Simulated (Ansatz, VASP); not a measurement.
Given: the input of a run of VASP 6.6.1 on AlN.

INCAR

```
SYSTEM = AlN
PREC = Accurate
ENCUT = 520
EDIFF = 1E-6
ISMEAR = -1
SIGMA = 0.05
LREAL = .FALSE.
LASPH = .TRUE.
NELM = 100
ALGO = Normal
ISIF = 2
LWAVE = .FALSE.
LCHARG = .FALSE.
GGA = PE
NBANDS = 16
```

The input KPOINTS:

```
Automatic mesh
0
G
  9 9 7
  0 0 0
```

The input POSCAR:

```
AlN
1.0
    3.3121157418      0.0000000000      0.0000000000
   -1.6560578709      2.8683763727      0.0000000000
    0.0000000000      0.0000000000      4.1875630000
Al N
2 2
Direct
    0.6698750000      0.3198000000      0.2522210000
    0.3225800000      0.6714430000      0.7545390000
    0.6734740000      0.3386690000      0.7491070000
    0.3320150000      0.6802010000      0.2459270000
```

Potentials or basis: VASP PAW PBE potentials, release 64 (Al, N).

The run is started by

```console
$ cat potpaw_PBE.64/Al/POTCAR potpaw_PBE.64/N/POTCAR > POTCAR
$ mpirun -np 1 vasp_std > vasp.out
```

Q: Set up the same calculation for Ansatz 0.2.0. Potentials there: all-electron LAPW, scalar-relativistic.

A: As run (the cutoff follows the program's own potentials):

The input input.yaml:

```yaml
crystal:
  lattice:
    - [3.3121157418, 0.0, 0.0]
    - [-1.6560578709, 2.8683763727, 0.0]
    - [0.0, 0.0, 4.187563]
  atoms:
    - { symbol: Al, position: [0.669875, 0.3198, 0.252221] }
    - { symbol: Al, position: [0.32258, 0.671443, 0.754539] }
    - { symbol: "N", position: [0.673474, 0.338669, 0.749107] }
    - { symbol: "N", position: [0.332015, 0.680201, 0.245927] }
kpoints:
  mp_grid: { grid: [9, 9, 7] }
scf:
  occupations: { method: fermi_dirac, width: 0.05 }
hamiltonian:
  xc: pbe
  pseudopotentials: { kind: all_electron, lapw: { basis_error: 0.001 } }
output:
  forces: true
  stress: true
  eigenvalues: true
  populations: true
```

Potentials or basis: all-electron LAPW, scalar-relativistic.

Run with:

```sh
$ ansatz run input.yaml --threads 2 --pin off --max-ram 6144MiB --backend cpu --events-out ev --progress --plain --runs-dir out
```

Both were run:

|  | VASP | Ansatz | Ansatz less VASP |
| --- | --- | --- | --- |
| gap on the k mesh at the Fermi level (eV) | 3.26 | 3.26 | 0.000 |
| least direct gap on the mesh (eV) | 3.26 | 3.26 | 0.000 |
| pressure (GPa) | 1.0 | 1.3 | +0.25 |
| traceless stress, the component that is largest in VASP (GPa) | 5.11 | 5.10 | -0.015 |
| rms of the force components (eV/Å) | 0.665 | 0.664 | -0.0010 |

Atom by atom the forces differ by 0.001 eV/Å (rms over components). Ansatz ran all-electron here, and VASP with PAW potentials.
